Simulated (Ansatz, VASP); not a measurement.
## One calculation of Mo, two programs

Contents of INCAR:

```
SYSTEM = Mo
ALGO = Fast ; EDIFF = 1E-6
ENCUT = 520 ; GGA = PE
ISIF = 2 ; ISMEAR = 0
LASPH = .True. ; LCHARG = .False.
LREAL = .False. ; LWAVE = .False.
NBANDS = 13 ; NELM = 100
PREC = Accurate ; SIGMA = 0.15
```

File KPOINTS:

```
k-points
0
Gamma
  22 22 22
  0 0 0
```

Contents of POSCAR:

```
Mo
1.0
   -0.7599846119      1.7890162665      1.7890162665
    1.7890162665     -0.7599846119      1.7890162665
    1.7890162665      1.7890162665     -0.7599846119
Mo
1
Direct
    0.0000000000      0.0000000000      0.0000000000
```

Input for Ansatz:

```yaml
crystal:
  lattice:
    - [-0.7599846119, 1.7890162665, 1.7890162665]
    - [1.7890162665, -0.7599846119, 1.7890162665]
    - [1.7890162665, 1.7890162665, -0.7599846119]
  atoms:
    - { symbol: Mo, position: [0.0, 0.0, 0.0] }
basis:
  ecutwfc: 420
kpoints:
  mp_grid: { grid: [22, 22, 22] }
hamiltonian:
  xc: pbe
  pseudopotentials: { kind: paw, azcp: { folder: soft_1 } }
scf:
  occupations: { method: gaussian, width: 0.15 }
output:
  forces: true
  stress: true
  eigenvalues: true
```

Alike in both runs: task single point; functional PBE; k mesh 22 × 22 × 22; occupations gaussian, width 0.15 eV; no spin polarisation.

|  | VASP | Ansatz |
| --- | --- | --- |
| version | VASP 6.6.1 | Ansatz 0.2.0 |
| potentials or method | VASP PAW PBE potentials, release 64 (Mo_sv), cutoff 520 eV | scalar-relativistic, plane waves, PAW |
| valence electrons in the cell | 14 | 14 |

Ansatz gave:

* gap on the k mesh at the Fermi level (eV): none
* pressure (GPa): -8.3
* traceless stress, the component that is largest in VASP (GPa): 5.15

Question: Which values does VASP return?

Answer: gap on the k mesh at the Fermi level (eV): none; pressure (GPa): -7.9; traceless stress, the component that is largest in VASP (GPa): 5.16.

A gap of «none» marks a metal or a gap that the smearing closes.
